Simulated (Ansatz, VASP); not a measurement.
# NaI: VASP beside Ansatz

POSCAR

```
NaI
1.0
    0.0000000000      3.2929702022      3.2929702022
    3.2929702022      0.0000000000      3.2929702022
    3.2929702022      3.2929702022      0.0000000000
Na I
1 1
Direct
    0.0000000000      0.0000000000      0.0000000000
    0.5000000000      0.5000000000      0.5000000000
```

INCAR.step1

```
PREC = Accurate
ENCUT = 520
ISMEAR = 0
SIGMA = 0.01
LREAL = False
LASPH = True
NELM = 60
NBANDS = 14
GGA = PE
ALGO = Normal
EDIFF = 1E-4
LWAVE = True
LCHARG = False
```

INCAR.step2

```
PREC = Accurate
ENCUT = 520
EDIFF = 1E-7
ISMEAR = 0
SIGMA = 0.01
LREAL = False
LASPH = True
NELM = 60
ALGO = Normal
ISIF = 2
LWAVE = False
LCHARG = False
METAGGA = R2SCAN
LMIXTAU = True
NBANDS = 14
ISTART = 1
```

KPOINTS

```
regular mesh
0
Gamma
  6 6 6
```

Input for Ansatz:

```yaml
crystal:
  lattice:
    - [0.0, 3.2929702022, 3.2929702022]
    - [3.2929702022, 0.0, 3.2929702022]
    - [3.2929702022, 3.2929702022, 0.0]
  atoms:
    - { symbol: Na, position: [0.0, 0.0, 0.0] }
    - { symbol: I, position: [0.5, 0.5, 0.5] }
kpoints:
  mp_grid: { grid: [6, 6, 6] }
hamiltonian:
  xc: r2scan
scf:
  occupations: { method: fixed }
  n_extra_bands: 4
output:
  forces: true
  stress: true
  eigenvalues: true
```

Alike in both runs: task single point; functional r2SCAN; k mesh 6 × 6 × 6; no spin polarisation.

```csv
,VASP,Ansatz
version,VASP 6.6.1,Ansatz 0.2.0
potentials or method,"VASP PAW PBE potentials, release 64 (Na_pv, I)","plane waves, PAW"
plane-wave cutoff (eV),520,500
occupations,"gaussian, width 0.01 eV",fixed
valence electrons in the cell,14,26
```

|  | VASP | Ansatz | Ansatz less VASP |
| --- | --- | --- | --- |
| gap on the k mesh at the Fermi level (eV) | 4.29 | 4.28 | -0.009 |
| pressure (GPa) | -0.9 | -0.9 | +0.06 |

VASP's potentials were made for PBE, not for r2SCAN. VASP's potentials hold 14 valence electrons a cell and Ansatz's 26, so a difference there can come from the potentials and not from the codes.

Neither program's run includes spin-orbit coupling.
